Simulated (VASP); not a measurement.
A run of VASP 6.6.1 is set up as follows.

Contents of INCAR:

```
  ALGO = Normal
  EDIFF = 1E-7
  ENCUT = 520
  GGA = CA
  ISIF = 2
  ISMEAR = 0
  LASPH = True
  LCHARG = False
  LREAL = False
  LWAVE = False
  NBANDS = 8
  NELM = 60
  PREC = Accurate
  SIGMA = 0.15
```

KPOINTS

```
k-points
0
Gamma
  24 24 24
```

File POSCAR:

```
Si
1.0
    2.4780668558      0.0000000000      0.0000000000
   -1.2390334279      2.1460688494      0.0000000000
    0.0000000000      0.0000000000      2.4707612060
Si
1
Direct
    0.0000000000      0.0000000000      0.0000000000
```

Potentials or basis: VASP PAW LDA potentials, release 64 (Si).

Launch:

```bash
$ cat potpaw_LDA.64/Si/POTCAR > POTCAR
$ mpirun -np 1 vasp_std > vasp.out
```

Task: What does it give for the band gap on the k mesh?

Result: Zero (band 2 reaches 18.01 eV, above the bottom of band 3 at 6.19 eV).

Task: Predict the pressure.

Result: 15.1 GPa.

Stress tensor (GPa, compression positive):
```
20.95  0.00  0.00
 0.00 20.95  0.00
 0.00  0.00  3.38
```

Caveat: the cell differs from its parent crystal (strain -0.050 along x and y, +0.000 along z).
